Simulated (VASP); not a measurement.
Set up this calculation in VASP 6.6.1, as the native input.

- Task: single point
- Functional: r2SCAN
- Potentials or basis: VASP PAW PBE potentials, release 64 (Cr_pv, O)
- Cutoff: 520 eV
- k mesh: 18 × 18 × 2
- Occupations: gaussian, width 0.01 eV
- Spin: no spin polarisation
- Dipole correction: no
- Further INCAR settings: ALGO = Normal; EDIFF = 1e-06; NBANDS = 46

Slab: CrO2, a slab with vacuum.

```
Cr O
1.0
     2.59982    0.00000    0.00000
    -1.29991    2.25151    0.00000
     0.00000    0.00000   22.80710
Cr O
3 6
Cartesian
  1.2999 0.7505 15.0464
  0.0000 1.5010 20.1541
  0.0000 1.5010 9.9388
  1.2999 0.7505 21.2992
  1.2999 0.7505 11.0838
  0.0000 1.5010 16.1915
  1.2999 0.7505 19.0091
  1.2999 0.7505 8.7937
  0.0000 1.5010 13.9014
```

The input as run:

POSCAR

```
CrO2
1.0
    2.5998247762      0.0000000000      0.0000000000
   -1.2999123881      2.2515143016      0.0000000000
    0.0000000000      0.0000000000     22.8071038258
Cr O
3 6
Direct
    0.6666666667      0.3333333333      0.6597259989
    0.3333333333      0.6666666667      0.8836759151
    0.3333333333      0.6666666667      0.4357760826
    0.6666666667      0.3333333333      0.9338824983
    0.6666666667      0.3333333333      0.4859812198
    0.3333333333      0.6666666667      0.7099333362
    0.6666666667      0.3333333333      0.8334707779
    0.6666666667      0.3333333333      0.3855694994
    0.3333333333      0.6666666667      0.6095186616
```

INCAR.step1

```
SYSTEM = CrO2
PREC = Accurate ; ENCUT = 520
ISMEAR = 0 ; SIGMA = 0.01
LREAL = .False. ; LASPH = .True.
NELM = 80 ; NBANDS = 46
GGA = PE ; ALGO = Normal
EDIFF = 1E-4 ; LWAVE = .True.
LCHARG = .False.
```

INCAR.step2

```
SYSTEM = CrO2
PREC = Accurate ; ENCUT = 520
EDIFF = 1E-6 ; ISMEAR = 0
SIGMA = 0.01 ; LREAL = .False.
LASPH = .True. ; NELM = 80
ALGO = Normal ; ISIF = 2
LWAVE = .False. ; LCHARG = .True.
METAGGA = R2SCAN ; LMIXTAU = .True.
LELF = .True. ; LVHAR = .True.
NBANDS = 46 ; ISTART = 1
```

KPOINTS

```
Automatic mesh
0
Gamma
  18 18 2
  0 0 0
```

Potentials or basis: VASP PAW PBE potentials, release 64 (Cr_pv, O).

Launch:

```bash
$ cat potpaw_PBE.64/Cr_pv/POTCAR potpaw_PBE.64/O/POTCAR > POTCAR
$ cp INCAR.step1 INCAR
$ mpirun -np 1 vasp_std > vasp.out
$ cp INCAR.step2 INCAR
$ mpirun -np 1 vasp_std > vasp.out
```

Results of the run:

- Largest force: 0.168 eV/Å
- Band gap on the k mesh: 0.25 eV, indirect (least direct gap 1.64 eV)

Caveat: the PAW data sets were made with another functional, which shifts forces and pressure a little.

It took 28 min on 1 thread of Intel(R) Xeon(R) 6975P-C (Granite Rapids), with other jobs on the host, peak memory 0.51 GiB.
